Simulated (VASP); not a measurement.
A run of VASP 6.6.1:

INCAR

```
SYSTEM = Li2RhN2
ALGO = Normal ; EDIFF = 1E-7
ENCUT = 520 ; GGA = PS
ISIF = 2 ; ISMEAR = 1
LASPH = .TRUE. ; LCHARG = .FALSE.
LREAL = .FALSE. ; LWAVE = .FALSE.
NBANDS = 24 ; NELM = 100
PREC = Accurate ; SIGMA = 0.05
```

Contents of KPOINTS:

```
k-points
0
G
  7 7 4
  0 0 0
```

File POSCAR:

```
Li2RhN2
1.0
    3.2214626400      0.0000000000      0.0000000000
   -1.6107313200      2.7898684800      0.0000000000
    0.0000000000      0.0000000000      5.0759660500
Li Rh N
2 1 2
Direct
    0.6666666667      0.3333333333      0.3544900000
    0.3333333333      0.6666666667      0.6455100000
    0.0000000000      0.0000000000      0.0000000000
    0.6666666667      0.3333333333      0.7906920000
    0.3333333333      0.6666666667      0.2093080000
```

Potentials or basis: VASP PAW PBE potentials, release 64 (Li_sv, Rh_pv, N).

Launch:

```bash
$ cat potpaw_PBE.64/Li_sv/POTCAR potpaw_PBE.64/Rh_pv/POTCAR potpaw_PBE.64/N/POTCAR > POTCAR
$ mpirun -np 1 vasp_std > vasp.out
```

Hardware: 1 thread of Intel(R) Xeon(R) Platinum 8259CL CPU @ 2.50GHz (Skylake/Cascade Lake), on a shared host.

Question: Estimate the wall time of this run.

Answer: Run time: 26 s on 1 thread of Intel(R) Xeon(R) Platinum 8259CL CPU @ 2.50GHz (Skylake/Cascade Lake), on a shared host, peak memory 0.17 GiB. Counts: scf iterations 14, k points 28.
